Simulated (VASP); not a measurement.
Wanted: the native input for a VASP 6.6.1 run.

- Task: single point
- Functional: LDA
- Potentials or basis: VASP PAW LDA potentials, release 64 (Pd, S, H)
- Cutoff: 520 eV
- k mesh: 3 × 3 × 1
- Occupations: fermi-dirac, width 0.002 eV
- Spin: no spin polarisation
- Dipole correction: no
- Further INCAR settings: LREAL = Auto; ALGO = Normal; EDIFF = 1e-06; NBANDS = 98

The structure of HPd16S lies in POSCAR:

```
HPd16S
1.0
    5.5012910000      0.0000000000      0.0000000000
    0.0000000000      5.5012910000      0.0000000000
    0.0000000000      0.0000000000     19.8350000000
Pd S H
16 1 1
Direct
    0.2499958646      0.2499958646      0.0504159314
    0.7500057714      0.2499958646      0.0504159314
    0.2499958646      0.7500057714      0.0504159314
    0.7500057714      0.7500057714      0.0504159314
    0.0000000000      0.0000000000      0.1484648349
    0.4999917292      0.0000000000      0.1484648349
    0.0000000000      0.4999917292      0.1484648349
    0.5000099068      0.4999917292      0.1484698765
    0.2499958646      0.2499958646      0.2465439879
    0.7499875938      0.2499958646      0.2465389463
    0.2499958646      0.7500057714      0.2465389463
    0.7499875938      0.7500057714      0.2465439879
    0.0000000000      0.0000000000      0.3445122259
    0.4999917292      0.0000000000      0.3445223090
    0.0000000000      0.4999917292      0.3445122259
    0.4999917292      0.4999917292      0.3445223090
    0.4826139901      0.2597572097      0.5500226872
    0.3485181933      0.1544546544      0.6003277036
```

The input as run:

INCAR

```
SYSTEM = HPd16S
ALGO = Normal ; EDIFF = 1E-6
ENCUT = 520 ; GGA = CA
ISIF = 2 ; ISMEAR = -1
LASPH = .TRUE. ; LCHARG = .FALSE.
LREAL = Auto ; LWAVE = .FALSE.
NBANDS = 98 ; NELM = 80
PREC = Accurate ; SIGMA = 0.002
```

KPOINTS

```
k-points
0
G
  3 3 1
  0 0 0
```

Potentials or basis: VASP PAW LDA potentials, release 64 (Pd, S, H).

Command:

```sh
$ cat potpaw_LDA.64/Pd/POTCAR potpaw_LDA.64/S/POTCAR potpaw_LDA.64/H/POTCAR > POTCAR
$ mpirun -np 1 vasp_std > vasp.out
```

Results of the run:

- Largest force: 0.683 eV/Å
- Band gap on the k mesh: zero (an odd number of electrons rules out a gap without spin polarisation)

Caveat: the k points lie up to 0.38 Å⁻¹ apart, too coarse for converged energies and pressures of a metal; there is no dipole correction, which matters where the two faces differ.

Run time: 15 min on 1 thread of Intel(R) Xeon(R) 6975P-C (Granite Rapids) (shared host), peak memory 0.52 GiB.
